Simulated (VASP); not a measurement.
# MgO in VASP: notebook, part 2 of 2

VASP 6.6.1. Earlier steps stand in the parts before.

## 4. Relaxation of cell and atoms, r2SCAN

The input, POSCAR:

```
MgO
1.0
    3.2888257900      0.0000000000      0.0000000000
   -1.6444128950      2.8482066827      0.0000000000
    0.0000000000      0.0000000000      5.0322560468
Mg O
2 2
Direct
    0.3394977064      0.6683486589      0.0141118364
    0.6728310398      0.3350153256      0.5141118364
    0.3271689602      0.6649846744      0.3904881636
    0.6605022936      0.3316513411      0.8904881636
```

The input, INCAR.step1:

```
PREC = Accurate ; ENCUT = 600
ISMEAR = 0 ; SIGMA = 0.05
LREAL = F ; LASPH = T
NELM = 100 ; GGA = PE
ALGO = Normal ; EDIFF = 1E-4
LWAVE = T ; LCHARG = F
```

The input, INCAR.step2:

```
PREC = Accurate ; ENCUT = 600
EDIFF = 1E-6 ; ISMEAR = 0
SIGMA = 0.05 ; LREAL = F
LASPH = T ; NELM = 100
ALGO = Normal ; ISIF = 3
LWAVE = F ; LCHARG = F
METAGGA = R2SCAN ; LMIXTAU = T
IBRION = 2 ; NSW = 100
EDIFFG = -0.01 ; ISTART = 1
```

The input, KPOINTS:

```
Automatic mesh
0
Gamma
  6 6 4
```

Potentials or basis: VASP PAW PBE potentials, release 64 (Mg, O).

Launch:

```sh
$ cat potpaw_PBE.64/Mg/POTCAR potpaw_PBE.64/O/POTCAR > POTCAR
$ cp INCAR.step1 INCAR
$ mpirun -np 1 vasp_std > vasp.out
$ cp INCAR.step2 INCAR
$ mpirun -np 1 vasp_std > vasp.out
```

OUTCAR:

```text
PREC = Accurate
   ENCUT = 600
   EDIFF = 1E-6
   ISMEAR = 0
   LREAL = F
   LASPH = T
   NELM = 100
   ISIF = 3
   METAGGA = R2SCAN
   IBRION = 2
   NSW = 100
   EDIFFG = -0.01
   ISTART = 1

 ion  position               nearest neighbor table
   1  0.339  0.668  0.014-   3 1.89   4 1.97   4 1.99   4 2.03   2 3.15   2 3.15   2 3.15   2 3.15
                             2 3.15   2 3.15
   2  0.673  0.335  0.514-   4 1.89   3 1.96   3 2.01   3 2.02   1 3.15   1 3.15   1 3.15   1 3.15
                             1 3.15   1 3.15
   3  0.327  0.665  0.390-   1 1.89   2 1.96   2 2.01   2 2.02
   4  0.661  0.332  0.890-   2 1.89   1 1.97   1 1.99   1 2.03

  LATTYP: Found a hexagonal cell.
 ALAT       =     3.2888257900
 C/A-ratio  =     1.5301072079

  Lattice vectors:

[... 389 lines left out ...]
 cond. band min:       4.9430574807   @ k =   0.0000   0.0000   0.0000
 fundamental gap:      4.2404640117
 Fermi energy:         0.9870194469

 k-point     1 :       0.0000    0.0000    0.0000
  band No.  band energies     occupation
      1     -16.4694      2.00000
      2     -15.6994      2.00000
      3      -2.5590      2.00000
      4       0.0088      2.00000
      5       0.0089      2.00000
      6       0.3232      2.00000
      7       0.3233      2.00000
      8       0.7026      2.00000
      9       4.9431      0.00000
     10      10.1809      0.00000
     11      11.9175      0.00000
     12      15.9835      0.00000
[... 331 lines left out ...]
 k-point    24 :      -0.1667    0.1667    0.2500
  band No.  band energies     occupation
      1     -16.2412      2.00000
      2     -15.7588      2.00000
      3      -2.0707      2.00000
      4      -0.8064      2.00000
      5      -0.3512      2.00000
      6      -0.0900      2.00000
      7       0.2496      2.00000
      8       0.3860      2.00000
      9       6.6598      0.00000
     10       9.5783      0.00000
     11      12.8635      0.00000
     12      13.9147      0.00000

 [... further k-points ...]
[... 5 lines left out ...]
  --------------------------------------------------------------------------------------
  -------------------------------------------------------------------------------------
  Total       -0.0023738     -0.0008358     -0.0179536     -0.0004673      0.0022594      0.0082089
  in kB       -0.0811284     -0.0285660     -0.6135898     -0.0159723      0.0772183      0.2805510
  external PRESSURE =      -0.2410947 kB  Pullay stress =       0.0000000 kB
[... 19 lines left out ...]
  FREE ENERGIE OF THE ION-ELECTRON SYSTEM (eV)
  ---------------------------------------------------
  free  energy   TOTEN  =       -31.8632983931 eV

  energy  without entropy=      -31.8632983931  energy(sigma->0) =      -31.86329839

 reached required accuracy - stopping structural energy minimisation
```

OUTCAR.step1:

```text
PREC = Accurate
   ENCUT = 600
   ISMEAR = 0
   LREAL = F
[... 592 lines left out ...]
      0.01751      1.90360      0.07101        -0.271355     -0.059999     -0.902412
      1.66192      0.95419      2.58714        -0.291493     -0.094008     -0.901731
     -0.01751      1.89401      1.96504         0.291299      0.093647      0.901659
      1.62691      0.94461      4.48116         0.271549      0.060360      0.902485
 -----------------------------------------------------------------------------------
    total drift:                               -0.001402     -0.000399     -0.004593

  FREE ENERGIE OF THE ION-ELECTRON SYSTEM (eV)
  ---------------------------------------------------
  free  energy   TOTEN  =       -23.4348523848 eV

  energy  without entropy=      -23.4348523848  energy(sigma->0) =      -23.43485238
```

OSZICAR.step1:

```text
N       E                     dE             d eps       ncg     rms          rms(c)
DAV:   1     0.819718875910E+02    0.81972E+02   -0.84945E+03  1824   0.133E+03
DAV:   2    -0.220685488850E+02   -0.10404E+03   -0.95244E+02  2564   0.252E+02
DAV:   3    -0.277489482195E+02   -0.56804E+01   -0.56523E+01  2240   0.641E+01
DAV:   4    -0.277818207153E+02   -0.32872E-01   -0.32869E-01  1924   0.587E+00
DAV:   5    -0.277820311118E+02   -0.21040E-03   -0.21040E-03  2136   0.459E-01    0.118E+01
DAV:   6    -0.234897139786E+02    0.42923E+01   -0.17555E+01  1960   0.352E+01    0.392E+00
DAV:   7    -0.234403778896E+02    0.49336E-01   -0.20811E-01  1824   0.483E+00    0.220E+00
DAV:   8    -0.234354417424E+02    0.49361E-02   -0.88042E-02  1872   0.432E+00    0.407E-01
DAV:   9    -0.234344524414E+02    0.98930E-03   -0.16085E-02  2168   0.116E+00    0.158E-01
DAV:  10    -0.234348349542E+02   -0.38251E-03   -0.12787E-03  1824   0.391E-01    0.268E-02
DAV:  11    -0.234348523848E+02   -0.17431E-04   -0.57090E-05  1228   0.775E-02
   1 F= -.23434852E+02 E0= -.23434852E+02  d E =-.118599E-18
```

Wall time 17 min (1 thread of AMD EPYC 9R45 (Zen 5), shared host); peak memory 0.2 GiB.

Results:

```yaml
Free_energy: -31.8633 eV
Relaxed_volume: 11.72 Å³/atom
Relaxed_cell: a = 3.282 Å, b = 3.282 Å, c = 5.025 Å, α = 89.99°, β = 90.03°, γ = 120.00°
Space_group_after_relaxing_to_0.1_Å: P6_3mc (No. 186)
Energy_gained_by_relaxing: 22.2 meV/atom
Ionic_steps: 14
Pressure_after_relaxing: 0.0 GPa
Largest_force_after_relaxing: 0.004 eV/Å
Band_gap_on_the_k_mesh: 4.24 eV
```

Forces in eV/Å, atoms in the order of the input:
```
Mg  -0.004 -0.001 -0.002
Mg  -0.003 -0.001 -0.002
O    0.003  0.001  0.002
O    0.004  0.001  0.002
```

Step by step:
```tsv
step	energy change (eV)	largest force (eV/Å)	pressure (GPa)	volume (Å³)
1	0.0000	0.9521	0.61	47.14
2	-0.0574	0.3499	-0.76	47.42
3	-0.0809	0.1706	-0.77	47.32
4	-0.0852	0.0214	0.11	46.97
5	-0.0852	0.0243	0.19	46.94
6	-0.0864	0.0507	0.05	46.97
7	-0.0870	0.0874	-0.13	47.02
8	-0.0877	0.0562	-0.14	47.00
9	-0.0882	0.0118	-0.16	46.97
10	-0.0885	0.0066	-0.01	46.91
11	-0.0886	0.0181	0.20	46.82
12	-0.0888	0.0139	0.06	46.86
13	-0.0888	0.0134	-0.02	46.88
14	-0.0888	0.0043	-0.02	46.88
```

Final structure:
```
Mg O
1.0
     3.28221    0.00003   -0.00101
    -1.64108    2.84239    0.00027
    -0.00139   -0.00038    5.02497
Mg O
2 2
Direct
  0.33344 0.66669 0.00492
  0.66677 0.33336 0.50492
  0.33323 0.66664 0.39968
  0.66656 0.33330 0.89968
```

Levels at points of the mesh, in eV from the valence-band top:
| k point | band 6 | band 7 | band 8 | band 9 | band 10 | band 11 |
| --- | --- | --- | --- | --- | --- | --- |
| (0.00, 0.00, 0.00) | -0.38 | -0.38 | 0.00 | 4.24 | 9.48 | 11.21 |
| (0.50, 0.00, 0.00) | -1.23 | -0.79 | -0.47 | 8.62 | 8.86 | 10.17 |
| (0.00, 0.50, 0.00) | -1.23 | -0.79 | -0.47 | 8.62 | 8.86 | 10.17 |
| (0.50, 0.50, 0.00) | -1.23 | -0.79 | -0.47 | 8.62 | 8.86 | 10.17 |
| (0.00, 0.00, 0.50) | -0.54 | -0.54 | -0.54 | 6.76 | 6.76 | 14.23 |
| (0.50, 0.00, 0.50) | -0.87 | -0.71 | -0.70 | 8.17 | 8.18 | 11.85 |
| (0.00, 0.50, 0.50) | -0.87 | -0.70 | -0.70 | 8.18 | 8.18 | 11.85 |
| (0.50, 0.50, 0.50) | -0.87 | -0.71 | -0.70 | 8.18 | 8.18 | 11.85 |

Caveat: the PAW data sets were made with another functional, which shifts forces and pressure a little.

## 5. Summary

| task | cell | cutoff (eV) | gap on the mesh (eV) | pressure (GPa) |
| --- | --- | --- | --- | --- |
| single point | a = 3.289, b = 3.289, c = 5.032 Å, angles 90.0, 90.0, 120.0°, 4 atoms, atomic positions A | 520 | 4.33 | 0.8 |
| single point | a = 3.289, b = 3.289, c = 5.033 Å, angles 90.0, 90.0, 120.0°, 4 atoms, atomic positions B | 520 | 4.20 | -0.6 |
| relaxation of cell and atoms | relaxed from a = 3.289, b = 3.289, c = 5.032 Å, angles 90.0, 90.0, 120.0°, 4 atoms, atomic positions A | 600 | 4.24 | 0.0 |

Alike in all rows: level r2SCAN; potentials or basis VASP PAW PBE potentials, release 64 (Mg, O); no spin polarisation; k mesh 6 × 6 × 4; smearing gaussian 0.05 eV.

Caveats: the PAW data sets were made with another functional, which shifts forces and pressure a little; the stress differs along the axes, from -3 to 9 GPa (at least some runs).

Absolute energies hang on the potentials; compare differences alone.
